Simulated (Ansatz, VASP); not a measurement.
MgZn2Te3: VASP beside Ansatz

```
Mg Zn Te
1.0
     4.43308    0.00000    0.00000
    -2.21654    3.83916    0.00000
     0.00000    0.00000   21.97725
Mg Zn Te
2 4 6
Direct
  0.33333 0.66667 0.00232
  0.66667 0.33333 0.50232
  0.33333 0.66667 0.33266
  0.33333 0.66667 0.67110
  0.66667 0.33333 0.17110
  0.66667 0.33333 0.83266
  0.33333 0.66667 0.13106
  0.33333 0.66667 0.45463
  0.33333 0.66667 0.79323
  0.66667 0.33333 0.29323
  0.66667 0.33333 0.63106
  0.66667 0.33333 0.95463
```

Alike in both runs: task single point; functional PBE; k mesh 6 × 6 × 1; occupations gaussian, width 0.1 eV; no spin polarisation.

|  | VASP | Ansatz |
| --- | --- | --- |
| version | VASP 6.6.1 | Ansatz 0.2.0 |
| potentials or method | VASP PAW PBE potentials, release 64 (Mg, Zn, Te), cutoff 520 eV | scalar-relativistic, plane waves, PAW |
| valence electrons in the cell | 88 | 164 |

|  | VASP | Ansatz | Ansatz less VASP |
| --- | --- | --- | --- |
| gap on the k mesh at the Fermi level (eV) | 1.23 | 1.24 | +0.004 |
| least direct gap on the mesh (eV) | 1.23 | 1.24 | +0.004 |
| pressure (GPa) | 0.0 | 0.0 | -0.05 |
| rms of the force components (eV/Å) | 0.005 | 0.002 | -0.0031 |

Atom by atom the forces differ by 0.003 eV/Å (rms over components). VASP's potentials hold 88 valence electrons a cell and Ansatz's 164, so a difference there can come from the potentials and not from the codes.

Neither program's run includes spin-orbit coupling.
